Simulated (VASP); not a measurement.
Input of a VASP 6.6.1 run:

INCAR

```
  ALGO = Normal
  EDIFF = 1E-7
  EDIFFG = -0.08
  ENCUT = 500
  GGA = PE
  GGA_COMPAT = F
  IBRION = 2
  ISIF = 3
  ISMEAR = 0
  LASPH = T
  LCHARG = F
  LMAXMIX = 6
  LREAL = F
  LWAVE = F
  NELM = 200
  NELMIN = 4
  NSW = 36
  PREC = Accurate
  SIGMA = 0.2
```

File KPOINTS:

```
k-points
0
Gamma
  4 4 2
```

Contents of POSCAR:

```
PrHRh3
1.0
    5.2910792900      0.0000000000      0.0000000000
   -2.6455396500      4.5822090800      0.0000000000
    0.0000000000      0.0000000000      7.5402332100
Pr H Rh
2 2 6
Direct
    0.0000000000      0.0000000000      0.0000000000
    0.0000000000      0.0000000000      0.5000000000
    0.0000000000      0.0000000000      0.2500000000
    0.0000000000      0.0000000000      0.7500000000
    0.5969287200      0.0000000000      0.2500000000
    0.0000000000      0.5969287200      0.2500000000
    0.4030712800      0.4030712800      0.2500000000
    0.4030712800      0.0000000000      0.7500000000
    0.0000000000      0.4030712800      0.7500000000
    0.5969287200      0.5969287200      0.7500000000
```

Potentials or basis: VASP PAW PBE potentials, release 64 (Pr_3, H, Rh_pv), 4f in core.

Command:

```sh
$ cat potpaw_PBE.64/Pr_3/POTCAR potpaw_PBE.64/H/POTCAR potpaw_PBE.64/Rh_pv/POTCAR > POTCAR
$ mpirun -np 1 vasp_std > vasp.out
```

(1) Estimate the relaxed volume.

(2) What does it give for the band gap on the k mesh?

(3) What does it give for the space group after relaxing (to 0.1 Å)?

## Answers

(1) 18.78 Å³/atom.

(2) zero (bands 57 and 58 overlap by 0.30 eV).

(3) P6_3/mcm (No. 193).

Caveat: the k points lie up to 0.38 Å⁻¹ apart in the final cell; a cell axis changed by over 15 % at a fixed basis, so the end point is rough; spin-orbit coupling is left out, which moves the levels of the heavy elements; the 4f electrons are frozen in the core, so they carry no moment and show no levels.
